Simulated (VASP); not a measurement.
Crystal: CaO.

```xyz
2
Lattice="0.0000 2.5294 2.5294 2.5294 0.0000 2.5294 2.5294 2.5294 0.0000" Properties=species:S:1:pos:R:3 pbc="T T T"
Ca    0.0000    0.0000    0.0000
O     2.5294    2.5294    2.5294
```

| Item | Value |
| --- | --- |
| Program | VASP 6.6.1 |
| Task | relaxation of cell and atoms |
| Functional | PBEsol |
| Potentials or basis | VASP PAW PBE potentials, release 64 (Ca_sv, O) |
| Cutoff | 600 eV |
| k mesh | 10 × 10 × 10 |
| Occupations | gaussian, width 0.2672 eV |
| Spin | no spin polarisation |

At the start: pressure -13.7 GPa; volume 16.18 Å³/atom.

Problem. How do energy, volume and symmetry change on relaxing?

Solution. Over 3 steps the energy falls by 129.0 meV/atom and the volume is 13.60 Å³/atom (-16.0 %); space group Fm-3m (No. 225, to 0.1 Å) before and after.

The path:
| step | energy change (eV) | largest force (eV/Å) | pressure (GPa) | volume (Å³) |
| --- | --- | --- | --- | --- |
| 1 | 0.0000 | 0.0000 | -13.73 | 32.36 |
| 2 | -0.2461 | 0.0000 | 4.29 | 26.29 |
| 3 | -0.2580 | 0.0000 | 0.04 | 27.20 |

Final structure:
```yaml
crystal:
  lattice:
    - [0.00000, 2.38695, 2.38695]
    - [2.38695, 0.00000, 2.38695]
    - [2.38695, 2.38695, 0.00000]
  atoms:
    - { symbol: Ca, position: [0.00000, 0.00000, 0.00000] }
    - { symbol: O, position: [0.50000, 0.50000, 0.50000] }
```

Caveat: the volume moved by over 15 % at a fixed basis, so the end points are rough; the PAW data sets were made with another functional, which shifts forces and pressure a little.
